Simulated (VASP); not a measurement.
# Pb (I4/mmm) in VASP: single point with PBEsol

Aim: the single point of Pb with PBEsol.

Program: VASP 6.6.1. These are calculated values, not measurements. Logs are shortened: lines on timing, memory, paths and dates and some standing lists are left out, and cuts for length are marked.

## Step 1: The cell of the first run

It takes space group I4/mmm (No. 139, tetragonal). Conventional cell: a = 3.695 Å, b = 3.695 Å, c = 4.782 Å, α = 90.00°, β = 90.00°, γ = 90.00°. Within 4.7 Å of Pb (site symmetry 4/mmm) lie 12 Pb at 3.54 to 3.70 Å.

## Step 2: Single point, PBEsol (strained)

The input, INCAR:

```
SYSTEM = Pb
PREC = Accurate
ENCUT = 520
EDIFF = 1E-6
ISMEAR = 0
SIGMA = 0.1
LREAL = .False.
LASPH = .True.
NELM = 60
ALGO = Fast
ISIF = 2
LWAVE = .False.
LCHARG = .False.
GGA = PS
NBANDS = 13
```

The input, KPOINTS:

```
Automatic mesh
0
Gamma
  12 12 12
  0 0 0
```

The input, POSCAR:

```
Pb
1.0
    0.0000000000      2.6130977960      2.6130977960
    2.3908157960      0.0000000000      2.6130977960
    2.3908157960      2.6130977960      0.0000000000
Pb
1
Direct
    0.0000000000      0.0000000000      0.0000000000
```

Potentials or basis: VASP PAW PBE potentials, release 64 (Pb_d).

Command:

```
$ cat potpaw_PBE.64/Pb_d/POTCAR > POTCAR
$ mpirun -np 1 vasp_std > vasp.out
```

OUTCAR:

```text
SYSTEM = Pb
   PREC = Accurate
   ENCUT = 520
   EDIFF = 1E-6
   ISMEAR = 0
   LREAL = .False.
   LASPH = .True.
   NELM = 60
   ISIF = 2
   GGA = PS

 ion  position               nearest neighbor table
   1  0.000  0.000  0.000-

  LATTYP: Found a body centered tetragonal cell.
 ALAT       =     3.6954783429
 C/A-ratio  =     1.2939141157

  Lattice vectors:

 A1 = (  -2.3908157960,   0.0000000000,  -2.6130977960)
 A2 = (  -2.3908157960,   0.0000000000,   2.6130977960)
 A3 = (   2.3908157960,   2.6130977960,   0.0000000000)

Analysis of symmetry for initial positions (statically):
=====================================================================
 Subroutine PRICEL returns:
 Original cell was already a primitive cell.

 Routine SETGRP: Setting up the symmetry group for a
 body centered tetragonal supercell.

 Subroutine GETGRP returns: Found 16 space group operations
 (whereof 16 operations were pure point group operations)
 out of a pool of 16 trial point group operations.

The static configuration has the point symmetry D_4h.

Analysis of symmetry for dynamics (positions and initial velocities):
=====================================================================
 Subroutine PRICEL returns:
 Original cell was already a primitive cell.

 Routine SETGRP: Setting up the symmetry group for a
 body centered tetragonal supercell.

 Subroutine GETGRP returns: Found 16 space group operations
 (whereof 16 operations were pure point group operations)
 out of a pool of 16 trial point group operations.

The dynamic configuration has the point symmetry D_4h.

 Subroutine INISYM returns: Found 16 space group operations
 (whereof 16 operations are pure point group operations),
 and found     1 'primitive' translations

----------------------------------------------------------------------------------------

                                     Primitive cell

  volume of cell :      32.6503

  direct lattice vectors                    reciprocal lattice vectors
     0.000000000  2.613097796  2.613097796    -0.209133636  0.191343776  0.191343776
     2.390815796  0.000000000  2.613097796     0.209133636 -0.191343776  0.191343776
     2.390815796  2.613097796  0.000000000     0.209133636  0.191343776 -0.191343776

  length of vectors
     3.695478343  3.541790545  3.541790545     0.341996724  0.341996724  0.341996724

  position of ions in fractional coordinates (direct lattice)
     0.000000000  0.000000000  0.000000000

  ion indices of the primitive-cell ions
   primitive index   ion index
                 1           1

----------------------------------------------------------------------------------------

 KPOINTS: Automatic mesh

Automatic generation of k-mesh.
 Grid dimensions read from file:
 generate k-points for:   12   12   12

 Generating k-lattice:

  Cartesian coordinates                     Fractional coordinates (reciprocal lattice)
    -0.017427803  0.015945315  0.015945315     0.083333333  0.000000000  0.000000000
     0.017427803 -0.015945315  0.015945315     0.000000000  0.083333333  0.000000000
     0.017427803  0.015945315 -0.015945315     0.000000000  0.000000000  0.083333333

  Length of vectors
     0.028499727  0.028499727  0.028499727

  Shift w.r.t. Gamma in fractional coordinates (k-lattice)
     0.000000000  0.000000000  0.000000000

 Subroutine IBZKPT returns following result:
 ===========================================

 Found    163 irreducible k-points:

 Following reciprocal coordinates:
            Coordinates               Weight
  0.000000  0.000000  0.000000      1.000000
  0.083333 -0.000000 -0.000000      8.000000
  0.166667 -0.000000 -0.000000      8.000000
  0.250000  0.000000  0.000000      8.000000
  0.333333 -0.000000 -0.000000      8.000000
  0.416667  0.000000  0.000000      8.000000
[... 16 lines left out ...]
  0.500000  0.166667  0.000000     16.000000
 -0.416667  0.166667  0.000000     16.000000
 [... further k-points ...]
   k-points           NKPTS =    163   k-points in BZ     NKDIM =    163   number of bands    NBANDS=     13
   number of dos      NEDOS =    301   number of ions     NIONS =      1
   total plane-waves  NPLWV =  21952
   dimension x,y,z NGX =    28 NGY =   28 NGZ =   28
   dimension x,y,z NGXF=    56 NGYF=   56 NGZF=   56
   ions per type =               1
   NGX,Y,Z   is equivalent  to a cutoff of  12.60, 13.14, 13.14 a.u.
   NGXF,Y,Z  is equivalent  to a cutoff of  25.19, 26.29, 26.29 a.u.
 SYSTEM =  Pb
   PREC   = accura    normal or accurate (medium, high low for compatibility)
   ISTART =      0    job   : 0-new  1-cont  2-samecut
   ICHARG =      2    charge: 1-file 2-atom 10-const
   ISPIN  =      1    spin polarized calculation?
   LNONCOLLINEAR =      F non collinear calculations
   LSORBIT =      F    spin-orbit coupling
   LASPH  =      T    aspherical Exc in radial PAW
   ENCUT  =  520.0 eV  38.22 Ry    6.18 a.u.   6.87  6.59  6.59*2*pi/ulx,y,z
   NELM   =     60;   NELMIN=  2; NELMDL= -5     # of ELM steps
   EDIFF  = 0.1E-05   stopping-criterion for ELM
   LREAL  =      F    real-space projection
   EDIFFG = 0.1E-04   stopping-criterion for IOM
   NSW    =      0    number of steps for IOM
   IBRION =     -1    ionic relax: 0-MD 1-quasi-New 2-CG
   NFREE  =      0    steps in history (QN), initial steepest desc. (CG)
   ISIF   =      2    stress and relaxation
   ISYM   =      2    0-nonsym 1-usesym 2-fastsym
   POTIM  = 0.5000    time-step for ionic-motion
   TEBEG  =    0.0;   TEEND  =   0.0 temperature during run
   PSTRESS=    0.0 pullay stress
   NELECT =      14.0000    total number of electrons
   NUPDOWN=      -1.0000    fix difference up-down
   EMIN   =  10.00;   EMAX   =-10.00  energy-range for DOS
   EFERMI =   0.00;   METHOD = LEGACY
   ISMEAR =     0;   SIGMA  =   0.10  broadening in eV -4-tet -1-fermi 0-gaus
   EFERMI_NEDOS =   21; number of points for ismear=-14 and -15
   IALGO  =     68    algorithm
   IMIX   =      4    mixing-type and parameters
     AMIX     =   0.40;   BMIX     =  1.00
     AMIX_MAG =   1.60;   BMIX_MAG =  1.00
  volume/ion in A,a.u.               =      32.65       220.34
  Fermi-wavevector in a.u.,A,eV,Ry     =   1.234492  2.332852 20.734885  1.523971
  Thomas-Fermi vector in A             =   2.369180
   LORBIT       =      0    0 simple, 1 ext, 2 COOP (PROOUT), +10 PAW based schemes
   GGA     = PS    functional components
   LHFCALC =     F    Hartree Fock is set to
   AEXX    =    0.0000 exact exchange contribution
   IVDW    =     0    specifies the selected vdW correction
   LEPSILON=     F    determine dielectric tensor
   LRPA    =     F    only Hartree local field effects (RPA)
 non-spin polarized calculation
 RMM-DIIS sequential band-by-band and
 Gauss-broadening in eV      SIGMA  =   0.10
  energy-cutoff  :      520.00
  volume of cell :       32.65
 maximum number of plane-waves:       892
   NGX = 13   NGY = 13   NGZ = 13

 number of electron      14.0000002 magnetization

 Free energy of the ion-electron system (eV)
  ---------------------------------------------------
  ext. energy  EPLUGINS =         0.00000000
  ---------------------------------------------------
  free energy    TOTEN  =        -3.96696651 eV

  energy without entropy =       -3.96425236  energy(sigma->0) =       -3.96560944

 E-fermi :   6.2752     XC(G=0):  -9.9904

 val. band max:        6.2588025105   @ k =  -0.3333   0.3333   0.1667
 cond. band min:       6.2859818537   @ k =   0.5000  -0.2500   0.2500
 fundamental gap:      0.0271793432
 Fermi energy:         6.2752156124

 k-point     1 :       0.0000    0.0000    0.0000
  band No.  band energies     occupation
      1     -10.6669      2.00000
      2     -10.6669      2.00000
      3     -10.5873      2.00000
      4     -10.5702      2.00000
      5     -10.4937      2.00000
      6      -4.9854      2.00000
      7      13.0568      0.00000
      8      13.2092      0.00000
      9      13.2092      0.00000
     10      16.0895      0.00000
     11      16.7168      0.00000
     12      18.2650      0.00000
     13      18.3280      0.00000

 k-point     2 :       0.0833   -0.0000   -0.0000
  band No.  band energies     occupation
      1     -10.6622      2.00000
      2     -10.6585      2.00000
      3     -10.5848      2.00000
      4     -10.5678      2.00000
      5     -10.4963      2.00000
      6      -4.8615      2.00000
      7      11.7231      0.00000
      8      12.9837      0.00000
      9      13.0183      0.00000
     10      15.7073      0.00000
     11      17.4770      0.00000
     12      18.5165      0.00000
     13      18.6020      0.00000

 k-point     3 :       0.1667   -0.0000   -0.0000
  band No.  band energies     occupation
      1     -10.6529      2.00000
      2     -10.6452      2.00000
      3     -10.5790      2.00000
      4     -10.5510      2.00000
      5     -10.4994      2.00000
      6      -4.4908      2.00000
      7       9.3204      0.00000
      8      12.4518      0.00000
      9      12.7664      0.00000
     10      15.2695      0.00000
     11      17.8349      0.00000
     12      18.0870      0.00000
     13      18.6182      0.00000
[... 305 lines left out ...]
 k-point    23 :       0.5000    0.1667    0.0000
  band No.  band energies     occupation
      1     -10.6779      2.00000
      2     -10.6133      2.00000
      3     -10.5626      2.00000
      4     -10.4748      2.00000
      5     -10.4197      2.00000
      6      -1.7026      2.00000
      7       3.3143      2.00000
      8       8.3875      0.00000
      9      10.5979      0.00000
     10      14.0889      0.00000
     11      17.3867      0.00000
     12      19.4853      0.00000
     13      20.6144      0.00000

 k-point    24 :      -0.4167    0.1667    0.0000
  band No.  band energies     occupation
      1     -10.6692      2.00000
      2     -10.6140      2.00000
      3     -10.5673      2.00000
      4     -10.4627      2.00000
      5     -10.4294      2.00000
      6      -1.4924      2.00000
      7       2.9993      2.00000
      8       8.0108      0.00000
      9      10.9386      0.00000
     10      14.4726      0.00000
     11      17.0900      0.00000
     12      19.4612      0.00000
     13      20.2451      0.00000

 [... further k-points ...]
[... 5 lines left out ...]
  --------------------------------------------------------------------------------------
  -------------------------------------------------------------------------------------
  Total       -0.6414790     -0.6785281     -0.6785281      0.0000000      0.0000000      0.0000000
  in kB      -31.4778888    -33.2959195    -33.2959195      0.0000000      0.0000000      0.0000000
  external PRESSURE =     -32.6899093 kB  Pullay stress =       0.0000000 kB

 VOLUME and BASIS-vectors are now :
 -----------------------------------------------------------------------------
  energy-cutoff  :      520.00
  volume of cell :       32.65
      direct lattice vectors                 reciprocal lattice vectors
     0.000000000  2.613097796  2.613097796    -0.209133636  0.191343776  0.191343776
     2.390815796  0.000000000  2.613097796     0.209133636 -0.191343776  0.191343776
     2.390815796  2.613097796  0.000000000     0.209133636  0.191343776 -0.191343776

 POSITION                                       TOTAL-FORCE (eV/Angst)
 -----------------------------------------------------------------------------------
      0.00000      0.00000      0.00000         0.000000      0.000000      0.000000
 -----------------------------------------------------------------------------------
    total drift:                               -0.000000     -0.000000     -0.000000

  FREE ENERGIE OF THE ION-ELECTRON SYSTEM (eV)
  ---------------------------------------------------
  free  energy   TOTEN  =        -3.9669665124 eV

  energy  without entropy=       -3.9642523587  energy(sigma->0) =       -3.96560944
```

Wall time 55 s (1 thread of Intel Xeon Platinum 8488C (Sapphire Rapids), shared host); peak memory 0.2 GiB.

What came out:

* Free energy: -3.9670 eV
* Pressure: -3.3 GPa
* Band gap on the k mesh: zero (band 7 reaches 13.06 eV, above the bottom of band 8 at 4.73 eV)

Levels at points of the mesh, in eV from the Fermi level:
```tsv
k point	band 3	band 4	band 5	band 6	band 7	band 8	band 9	band 10	band 11	band 12
(0.00, 0.00, 0.00)	-16.86	-16.85	-16.77	-11.26	6.78	6.93	6.93	9.81	10.44	11.99
(0.50, 0.00, 0.00)	-16.87	-16.71	-16.68	-8.03	-3.83	4.57	5.65	8.54	9.52	10.15
(0.50, 0.50, 0.00)	-16.71	-16.70	-16.64	-7.08	-3.19	2.11	2.64	5.53	6.81	17.37
(0.00, 0.50, 0.50)	-16.70	-16.66	-16.66	-6.26	-2.47	1.33	1.33	4.67	5.88	17.15
```

Caveat: the cell differs from its parent crystal (strained); the PAW data sets were made with another functional, which shifts forces and pressure a little; spin-orbit coupling is left out, which moves the levels of the heavy elements.
